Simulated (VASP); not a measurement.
Here is a VASP 6.6.1 calculation.

INCAR

```
  PREC = Accurate
  ENCUT = 600
  EDIFF = 1E-6
  ISMEAR = -1
  SIGMA = 0.05
  LREAL = False
  LASPH = True
  NELM = 80
  ALGO = Normal
  ISIF = 3
  LWAVE = False
  LCHARG = False
  IBRION = 2
  NSW = 60
  EDIFFG = -0.005
  PSTRESS = 0.41000000000000003
```

Contents of KPOINTS:

```
Automatic mesh
0
Gamma
  10 10 10
```

Contents of POSCAR:

```
K
1.0
    4.3336570720      0.0000000000      0.0000000000
   -2.1668285360      3.7530571156      0.0000000000
    0.0000000000      0.0000000000      4.0736376477
K
1
Direct
    0.0000000000      0.0000000000      0.0000000000
```

Potentials or basis: VASP PAW LDA potentials, release 64 (K_sv).

Command:

```console
$ cat potpaw_LDA.64/K_sv/POTCAR > POTCAR
$ mpirun -np 1 vasp_std > vasp.out
```

Q: What does it give for the band gap on the k mesh?

A: Zero (an odd number of electrons rules out a gap without spin polarisation).

Q: Predict the space group after relaxing (to 0.1 Å).

A: P6/mmm (No. 191).

Q: What does it give for the relaxed cell?

A: a = 4.330 Å, b = 4.330 Å, c = 4.055 Å, α = 90.00°, β = 90.00°, γ = 120.00°.

Q: Estimate the relaxed volume.

A: 65.83 Å³/atom.

Final structure:
```
CELL_PARAMETERS angstrom
4.32950 0.00000 0.00000
-2.16475 3.74946 0.00000
0.00000 0.00000 4.05542
ATOMIC_POSITIONS crystal
K 0.00000 0.00000 0.00000
```

Caveat: the cell is relaxed towards a set pressure, so the run minimises the enthalpy, not the energy.
